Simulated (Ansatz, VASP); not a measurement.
**SiC in VASP and in Ansatz**

INCAR

```
PREC = Accurate
ENCUT = 520
EDIFF = 1E-6
ISMEAR = -1
SIGMA = 0.08
LREAL = False
LASPH = True
NELM = 80
ALGO = Normal
ISIF = 2
LWAVE = False
LCHARG = False
GGA = PE
NBANDS = 16
```

Contents of KPOINTS:

```
regular mesh
0
Gamma
  15 15 8
```

File POSCAR:

```
SiC
1.0
    3.0759982064     -0.0153799910     -0.0153799910
   -1.5513185661      2.6715825843     -0.0056294674
   -0.0252400000     -0.0252400000      5.0480000000
Si C
2 2
Direct
    0.3333333333      0.6666666667      0.0000000000
    0.6666666667      0.3333333333      0.5000000000
    0.3333333333      0.6666666667      0.3850000000
    0.6666666667      0.3333333333      0.8850000000
```

Input for Ansatz:

```yaml
crystal:
  lattice:
    - [3.0759982064, -0.015379991, -0.015379991]
    - [-1.5513185661, 2.6715825843, -0.0056294674]
    - [-0.02524, -0.02524, 5.048]
  atoms:
    - { symbol: Si, position: [0.3333333333, 0.6666666667, 0.0] }
    - { symbol: Si, position: [0.6666666667, 0.3333333333, 0.5] }
    - { symbol: C, position: [0.3333333333, 0.6666666667, 0.385] }
    - { symbol: C, position: [0.6666666667, 0.3333333333, 0.885] }
kpoints:
  mp_grid: { grid: [15, 15, 8] }
  band_path:
    path:
      - [0.0, 0.0, 0.0]
      - [0.0, 0.0, 0.5]
      - [-0.5, 0.5, 0.0]
      - [0.0, 0.0, 0.0]
      - [0.0, -0.5, 0.0]
      - [-0.5, 0.0, 0.5]
      - [0.0, 0.0, 0.0]
      - [-0.5, 0.0, 0.0]
      - [0.0, -0.5, 0.5]
    npoints: 5
scf:
  occupations: { method: fermi_dirac, width: 0.08 }
hamiltonian:
  xc: pbe
  pseudopotentials: { kind: all_electron, lapw: { basis_error: 0.001 } }
output:
  forces: true
  stress: true
  eigenvalues: true
```

Change from the starting cell: equal xy, yz and zx shear strains of -1 %.

Alike in both runs: task single point; functional PBE; k mesh 15 × 15 × 8; occupations fermi-dirac, width 0.08 eV; no spin polarisation.

```csv
,VASP,Ansatz
version,VASP 6.6.1,Ansatz 0.2.0
potentials or method,"VASP PAW PBE potentials, release 64 (Si, C), cutoff 520 eV","all-electron LAPW, scalar-relativistic"
```

VASP gave:

```
pressure (GPa)                                                : 3.7
traceless stress, the component that is largest in VASP (GPa) : -3.24
rms of the force components (eV/Å)                            : 0.443
```

Question: What did Ansatz give for the same quantities?

Answer: Pressure (GPa): 3.7; traceless stress, the component that is largest in VASP (GPa): -3.23; rms of the force components (eV/Å): 0.443.

Atom by atom the forces differ by 0.000 eV/Å (rms over components). Ansatz ran all-electron here, and VASP with PAW potentials.
